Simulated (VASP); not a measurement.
TaH:

```
Ta H
1.0
     1.74000   -2.45000    0.00000
     1.74000    2.45000    0.00000
     0.00000    0.00000    4.95000
Ta H
2 2
Cartesian
  0.8700 1.2250 0.0000
  0.8700 -1.2250 2.4750
  0.0000 0.0000 1.2375
  0.0000 0.0000 3.7125
```

```yaml
Program: VASP 6.6.1
Task: relaxation of cell and atoms
Functional: PBE
Potentials_or_basis: VASP PAW PBE potentials, release 64 (Ta_pv, H)
Cutoff: 600 eV
k_mesh: 7 × 7 × 4
Occupations: gaussian, width 0.2 eV
Spin: no spin polarisation
```

At the start: pressure -3.9 GPa; volume 10.55 Å³/atom.

**Question.** Where does the relaxation end?

**Answer.** Over 5 steps the energy falls by 7.2 meV/atom and the volume is 10.37 Å³/atom (-1.7 %); space group Cccm (No. 66, to 0.1 Å) before and after.

The path:
```tsv
step	energy change (eV)	largest force (eV/Å)	pressure (GPa)	volume (Å³)
1	0.0000	0.0000	-3.94	42.20
2	-0.0140	0.0000	4.24	40.64
3	-0.0197	0.0000	1.24	41.17
4	-0.0269	0.0000	0.61	41.35
5	-0.0288	0.0000	0.13	41.50
```

Final structure:
```
CELL_PARAMETERS angstrom
1.77385 -2.40776 0.00000
1.77385 2.40776 0.00000
0.00000 0.00000 4.85785
ATOMIC_POSITIONS crystal
Ta 0.00000 0.50000 0.00000
Ta 0.50000 0.00000 0.50000
H 0.00000 0.00000 0.25000
H 0.00000 0.00000 0.75000
```
